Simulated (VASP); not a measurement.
# TiO2 in VASP: notebook

TiO2 is run at these levels: PBE; tasks: relaxation of cell and atoms, single point.

Program: VASP 6.6.1. These are calculated values, not measurements. Logs are shortened: lines on timing, memory, paths and dates and some standing lists are left out, and cuts for length are marked.

### 1 The cell of the first run

It takes space group P4_2/mnm (No. 136, tetragonal). Conventional cell: a = 4.600 Å, b = 4.600 Å, c = 2.959 Å, α = 90.00°, β = 90.00°, γ = 90.00°. Within 2.6 Å of Ti (site symmetry mmm) lie 6 O at 1.95 to 1.98 Å. Within 2.6 Å of O (site symmetry m2m) lie 3 Ti at 1.95 to 1.98 Å and 1 O at 2.55 Å.

### 2 Relaxation of cell and atoms, PBE, target pressure 2 GPa, at which the enthalpy is minimised

Contents of INCAR:

```
ALGO     = Normal         # electronic algorithm
EDIFF    = 1E-7           # SCF threshold, eV
EDIFFG   = -0.01          # ionic threshold
ENCUT    = 600            # plane-wave cutoff, eV
GGA      = PE             # functional
IBRION   = 2              # ionic algorithm
ISIF     = 3              # what is computed and relaxed
ISMEAR   = -1             # smearing method
LASPH    = T              # aspherical terms in the spheres
LCHARG   = F              # write CHGCAR
LREAL    = F              # projectors in reciprocal space
LWAVE    = F              # write WAVECAR
NELM     = 100            # most SCF steps
NSW      = 60             # ionic steps
PREC     = Accurate       # precision mode
PSTRESS  = 20.0         
SIGMA    = 0.05           # smearing width, eV
```

Contents of KPOINTS:

```
k-points
0
Gamma
  6 6 9
```

Contents of POSCAR:

```
TiO2
1.0
    4.5998373239      0.0000000000      0.0000000000
    0.0000000000      4.5998373239      0.0000000000
    0.0000000000      0.0000000000      2.9592135600
Ti O
2 4
Direct
    0.0000000000      0.0000000000      0.5000000000
    0.5000000000      0.5000000000      0.0000000000
    0.3043213200      0.3043213200      0.5000000000
    0.1956786800      0.8043213200      0.0000000000
    0.8043213200      0.1956786800      0.0000000000
    0.6956786800      0.6956786800      0.5000000000
```

Potentials or basis: VASP PAW PBE potentials, release 64 (Ti_sv, O).

Run with:

```bash
> cat potpaw_PBE.64/Ti_sv/POTCAR potpaw_PBE.64/O/POTCAR > POTCAR
> mpirun -np 1 vasp_std > vasp.out
```

OUTCAR:

```text
EDIFF = 1E-7
   EDIFFG = -0.01
   ENCUT = 600
   GGA = PE
   IBRION = 2
   ISIF = 3
   ISMEAR = -1
   LASPH = T
   LREAL = F
   NELM = 100
   NSW = 60
   PREC = Accurate
   PSTRESS = 20.0

 ion  position               nearest neighbor table
   1  0.000  0.000  0.500-   4 1.95   5 1.95   4 1.95   5 1.95   3 1.98   6 1.98
   2  0.500  0.500  0.000-   3 1.95   6 1.95   3 1.95   6 1.95   5 1.98   4 1.98
   3  0.304  0.304  0.500-   2 1.95   2 1.95   1 1.98
   4  0.196  0.804  0.000-   1 1.95   1 1.95   2 1.98
   5  0.804  0.196  0.000-   1 1.95   1 1.95   2 1.98
   6  0.696  0.696  0.500-   2 1.95   2 1.95   1 1.98

  LATTYP: Found a simple tetragonal cell.
 ALAT       =     4.5998373239
 C/A-ratio  =     0.6433300466

  Lattice vectors:

 A1 = (   4.5998373239,   0.0000000000,   0.0000000000)
 A2 = (   0.0000000000,   4.5998373239,   0.0000000000)
 A3 = (   0.0000000000,   0.0000000000,   2.9592135600)

Analysis of symmetry for initial positions (statically):
=====================================================================
 Subroutine PRICEL returns:
 Original cell was already a primitive cell.

 Routine SETGRP: Setting up the symmetry group for a
 simple tetragonal supercell.

 Subroutine GETGRP returns: Found 16 space group operations
 (whereof  8 operations were pure point group operations)
 out of a pool of 16 trial point group operations.

The static configuration has the point symmetry D_2h.
 The point group associated with its full space group is D_4h.

Analysis of symmetry for dynamics (positions and initial velocities):
=====================================================================
 Subroutine PRICEL returns:
 Original cell was already a primitive cell.

 Routine SETGRP: Setting up the symmetry group for a
 simple tetragonal supercell.

 Subroutine GETGRP returns: Found 16 space group operations
 (whereof  8 operations were pure point group operations)
 out of a pool of 16 trial point group operations.

The dynamic configuration has the point symmetry D_2h.
 The point group associated with its full space group is D_4h.

 Subroutine INISYM returns: Found 16 space group operations
 (whereof  8 operations are pure point group operations),
 and found     1 'primitive' translations

----------------------------------------------------------------------------------------

                                     Primitive cell

  volume of cell :      62.6125

  direct lattice vectors                    reciprocal lattice vectors
     4.599837324  0.000000000  0.000000000     0.217398993  0.000000000  0.000000000
     0.000000000  4.599837324  0.000000000     0.000000000  0.217398993  0.000000000
     0.000000000  0.000000000  2.959213560     0.000000000  0.000000000  0.337927622

  length of vectors
     4.599837324  4.599837324  2.959213560     0.217398993  0.217398993  0.337927622

  position of ions in fractional coordinates (direct lattice)
     0.000000000  0.000000000  0.500000000
     0.500000000  0.500000000  0.000000000
     0.304321320  0.304321320  0.500000000
     0.195678680  0.804321320  0.000000000
     0.804321320  0.195678680  0.000000000
     0.695678680  0.695678680  0.500000000

  ion indices of the primitive-cell ions
   primitive index   ion index
                 1           1
                 2           2
                 3           3
                 4           4
                 5           5
                 6           6

----------------------------------------------------------------------------------------

 KPOINTS: k-points

Automatic generation of k-mesh.
 Grid dimensions read from file:
 generate k-points for:    6    6    9

 Generating k-lattice:

  Cartesian coordinates                     Fractional coordinates (reciprocal lattice)
     0.036233165  0.000000000  0.000000000     0.166666667  0.000000000  0.000000000
     0.000000000  0.036233165  0.000000000     0.000000000  0.166666667  0.000000000
     0.000000000  0.000000000  0.037547514     0.000000000  0.000000000  0.111111111

  Length of vectors
     0.036233165  0.036233165  0.037547514

  Shift w.r.t. Gamma in fractional coordinates (k-lattice)
     0.000000000  0.000000000  0.000000000

 Subroutine IBZKPT returns following result:
 ===========================================

 Found     50 irreducible k-points:

 Following reciprocal coordinates:
            Coordinates               Weight
  0.000000  0.000000  0.000000      1.000000
  0.166667  0.000000  0.000000      4.000000
  0.333333  0.000000  0.000000      4.000000
  0.500000  0.000000  0.000000      2.000000
  0.166667  0.166667  0.000000      4.000000
  0.333333  0.166667  0.000000      8.000000
[... 16 lines left out ...]
  0.333333  0.000000  0.222222      8.000000
  0.500000  0.000000  0.222222      4.000000
 [... further k-points ...]
   k-points           NKPTS =     50   k-points in BZ     NKDIM =     50   number of bands    NBANDS=     28
   number of dos      NEDOS =    301   number of ions     NIONS =      6
   total plane-waves  NPLWV =  38400
   dimension x,y,z NGX =    40 NGY =   40 NGZ =   24
   dimension x,y,z NGXF=    80 NGYF=   80 NGZF=   48
   ions per type =               2   4
   NGX,Y,Z   is equivalent  to a cutoff of  14.46, 14.46, 13.48 a.u.
   NGXF,Y,Z  is equivalent  to a cutoff of  28.91, 28.91, 26.97 a.u.
 SYSTEM =  unknown system
   PREC   = accura    normal or accurate (medium, high low for compatibility)
   ISTART =      0    job   : 0-new  1-cont  2-samecut
   ICHARG =      2    charge: 1-file 2-atom 10-const
   ISPIN  =      1    spin polarized calculation?
   LNONCOLLINEAR =      F non collinear calculations
   LSORBIT =      F    spin-orbit coupling
   LASPH  =      T    aspherical Exc in radial PAW
   ENCUT  =  600.0 eV  44.10 Ry    6.64 a.u.   9.19  9.19  5.91*2*pi/ulx,y,z
   NELM   =    100;   NELMIN=  2; NELMDL= -5     # of ELM steps
   EDIFF  = 0.1E-06   stopping-criterion for ELM
   LREAL  =      F    real-space projection
   EDIFFG = -.1E-01   stopping-criterion for IOM
   NSW    =     60    number of steps for IOM
   IBRION =      2    ionic relax: 0-MD 1-quasi-New 2-CG
   NFREE  =      1    steps in history (QN), initial steepest desc. (CG)
   ISIF   =      3    stress and relaxation
   ISYM   =      2    0-nonsym 1-usesym 2-fastsym
   POTIM  = 0.5000    time-step for ionic-motion
   TEBEG  =    0.0;   TEEND  =   0.0 temperature during run
   PSTRESS=   20.0 pullay stress
   NELECT =      48.0000    total number of electrons
   NUPDOWN=      -1.0000    fix difference up-down
   EMIN   =  10.00;   EMAX   =-10.00  energy-range for DOS
   EFERMI =   0.00;   METHOD = LEGACY
   ISMEAR =    -1;   SIGMA  =   0.05  broadening in eV -4-tet -1-fermi 0-gaus
   EFERMI_NEDOS =   21; number of points for ismear=-14 and -15
   IALGO  =     38    algorithm
   IMIX   =      4    mixing-type and parameters
     AMIX     =   0.40;   BMIX     =  1.00
     AMIX_MAG =   1.60;   BMIX_MAG =  1.00
  volume/ion in A,a.u.               =      10.44        70.42
  Fermi-wavevector in a.u.,A,eV,Ry     =   1.498309  2.831394 30.544140  2.244931
  Thomas-Fermi vector in A             =   2.610085
   LORBIT       =      0    0 simple, 1 ext, 2 COOP (PROOUT), +10 PAW based schemes
   GGA     = PE    functional components
   LHFCALC =     F    Hartree Fock is set to
   AEXX    =    0.0000 exact exchange contribution
   IVDW    =     0    specifies the selected vdW correction
   LEPSILON=     F    determine dielectric tensor
   LRPA    =     F    only Hartree local field effects (RPA)
 conjugate gradient relaxation of ions
 non-spin polarized calculation
  energy-cutoff  :      600.00
  volume of cell :       62.61
 maximum number of plane-waves:      2112
 NGX is ok and might be reduce to    40
   NGX = 19   NGY = 19   NGZ = 11

--------------------------------------- Ionic step        1  -------------------------------------------

 number of electron      47.9999988 magnetization

 Free energy of the ion-electron system (eV)
  ---------------------------------------------------
  ext. energy  EPLUGINS =         0.00000000
  ---------------------------------------------------
  free energy    TOTEN  =       -53.66097825 eV

  energy without entropy =      -53.66097825  energy(sigma->0) =      -53.66097825

------------------------ aborting loop because EDIFF is reached ----------------------------------------

  FORCE on cell =-STRESS in cart. coord.  units (eV):
  Direction    XX          YY          ZZ          XY          YZ          ZX
  --------------------------------------------------------------------------------------
  -------------------------------------------------------------------------------------
  Total        1.9024950      1.9024950      1.6916617      0.0000000      0.0000000      0.0000000
  in kB       48.6824976     48.6824976     43.2875330      0.0000000      0.0000000      0.0000000
  external PRESSURE =      26.8841761 kB  Pullay stress =      20.0000000 kB

 VOLUME and BASIS-vectors are now :
 -----------------------------------------------------------------------------
  energy-cutoff  :      600.00
  volume of cell :       62.61
      direct lattice vectors                 reciprocal lattice vectors
     4.599837324  0.000000000  0.000000000     0.217398993  0.000000000  0.000000000
     0.000000000  4.599837324  0.000000000     0.000000000  0.217398993  0.000000000
     0.000000000  0.000000000  2.959213560     0.000000000  0.000000000  0.337927622
[... 138 lines left out ...]
  FREE ENERGIE OF THE ION-ELECTRON SYSTEM (eV)
  ---------------------------------------------------
  free  energy   TOTEN  =       -53.6772039032 eV

  energy  without entropy=      -53.6772039025  energy(sigma->0) =      -53.67720390

  enthalpy is  TOTEN    =       -52.8860651405 eV   P V=        0.7911387627

--------------------------------------- Ionic step        5  -------------------------------------------

 number of electron      47.9999983 magnetization

 Free energy of the ion-electron system (eV)
  ---------------------------------------------------
  ext. energy  EPLUGINS =         0.00000000
  ---------------------------------------------------
  free energy    TOTEN  =       -53.67749262 eV

  energy without entropy =      -53.67749262  energy(sigma->0) =      -53.67749262

 E-fermi :   5.5707     XC(G=0): -11.3290

 val. band max:        4.6765307475   @ k =   0.0000   0.0000   0.0000
 cond. band min:       6.5060366425   @ k =   0.0000   0.0000   0.0000
 fundamental gap:      1.8295058950
 Fermi energy:         5.5707242243

 k-point     1 :       0.0000    0.0000    0.0000
  band No.  band energies     occupation
      1     -52.2807      2.00000
      2     -52.2652      2.00000
      3     -28.5742      2.00000
      4     -28.5742      2.00000
      5     -28.4197      2.00000
      6     -28.4197      2.00000
[... 20 lines left out ...]
     27       7.0515      0.00000
[... 691 lines left out ...]
      6     -28.4818      2.00000
[... 20 lines left out ...]
     27       7.7813      0.00000
     28       7.7813      0.00000

 [... further k-points ...]

------------------------ aborting loop because EDIFF is reached ----------------------------------------

  FORCE on cell =-STRESS in cart. coord.  units (eV):
  Direction    XX          YY          ZZ          XY          YZ          ZX
  --------------------------------------------------------------------------------------
  -------------------------------------------------------------------------------------
  Total        0.7921639      0.7921639      0.8025137     -0.0000000      0.0000000      0.0000000
  in kB       20.0199013     20.0199013     20.2814639     -0.0000000      0.0000000      0.0000000
  external PRESSURE =       0.1070888 kB  Pullay stress =      20.0000000 kB

 VOLUME and BASIS-vectors are now :
 -----------------------------------------------------------------------------
  energy-cutoff  :      600.00
  volume of cell :       63.40
      direct lattice vectors                 reciprocal lattice vectors
     4.626495713 -0.000000000  0.000000000     0.216146315 -0.000000000  0.000000000
     0.000000000  4.626495713  0.000000000     0.000000000  0.216146315  0.000000000
     0.000000000  0.000000000  2.961825005     0.000000000  0.000000000  0.337629670

 POSITION                                       TOTAL-FORCE (eV/Angst)
 -----------------------------------------------------------------------------------
      0.00000      0.00000      1.48091        -0.000000      0.000000     -0.000000
      2.31325      2.31325      0.00000        -0.000000      0.000000     -0.000000
      1.40936      1.40936      1.48091        -0.002076     -0.002076      0.000000
      0.90388      3.72261      0.00000         0.002076     -0.002076     -0.000000
      3.72261      0.90388      0.00000        -0.002076      0.002076     -0.000000
      3.21713      3.21713      1.48091         0.002076      0.002076     -0.000000
 -----------------------------------------------------------------------------------
    total drift:                                0.000000      0.000000     -0.000000

  FREE ENERGIE OF THE ION-ELECTRON SYSTEM (eV)
  ---------------------------------------------------
  free  energy   TOTEN  =       -53.6774926187 eV

  energy  without entropy=      -53.6774926180  energy(sigma->0) =      -53.67749262

  enthalpy is  TOTEN    =       -52.8861161422 eV   P V=        0.7913764765

 reached required accuracy - stopping structural energy minimisation
```

Run time: 3.8 min. Hardware: 1 thread of AMD EPYC 9R45 (Zen 5), shared host; peak memory 0.22 GiB.

What came out:

| Property | Result |
| --- | --- |
| Free energy | -53.6775 eV |
| Relaxed volume | 10.57 Å³/atom |
| Relaxed cell | a = 4.626 Å, b = 4.626 Å, c = 2.962 Å, α = 90.00°, β = 90.00°, γ = 90.00° |
| Space group after relaxing (to 0.1 Å) | P4_2/mnm (No. 136) |
| Energy change on relaxing (the run minimises the enthalpy) | -2.8 meV/atom |
| Ionic steps | 5 |
| Pressure after relaxing | 2.0 GPa |
| Band gap on the k mesh | 1.83 eV |

Forces in eV/Å, atoms in the order of the input:
```
Ti   0.000  0.000  0.000
Ti   0.000  0.000  0.000
O   -0.002 -0.002  0.000
O    0.002 -0.002  0.000
O   -0.002  0.002  0.000
O    0.002  0.002  0.000
```

Step by step:
```tsv
step	energy change (eV)	largest force (eV/Å)	pressure (GPa)	volume (Å³)
1	0.0000	0.0195	4.69	62.61
2	-0.0172	0.1137	-1.17	64.21
3	-0.0150	0.0415	1.96	63.33
4	-0.0162	0.0102	2.00	63.38
5	-0.0165	0.0029	2.01	63.40
```

Final structure:
```cif
data_structure
_symmetry_space_group_name_H-M 'P 1'
_symmetry_Int_Tables_number 1
_cell_length_a 4.6265
_cell_length_b 4.6265
_cell_length_c 2.9618
_cell_angle_alpha 90.000
_cell_angle_beta 90.000
_cell_angle_gamma 90.000
_cell_volume 63.40
loop_
_atom_site_label
_atom_site_type_symbol
_atom_site_fract_x
_atom_site_fract_y
_atom_site_fract_z
_atom_site_occupancy
Ti1 Ti 0.00000 0.00000 0.50000 1
Ti2 Ti 0.50000 0.50000 0.00000 1
O1 O 0.30463 0.30463 0.50000 1
O2 O 0.19537 0.80463 0.00000 1
O3 O 0.80463 0.19537 0.00000 1
O4 O 0.69537 0.69537 0.50000 1
```

Caveat: the cell is relaxed towards a set pressure, so the run minimises the enthalpy, not the energy; an odd mesh through Γ misses points on the zone boundary, where band edges can lie.

(Part 1 of 2 ends here.)
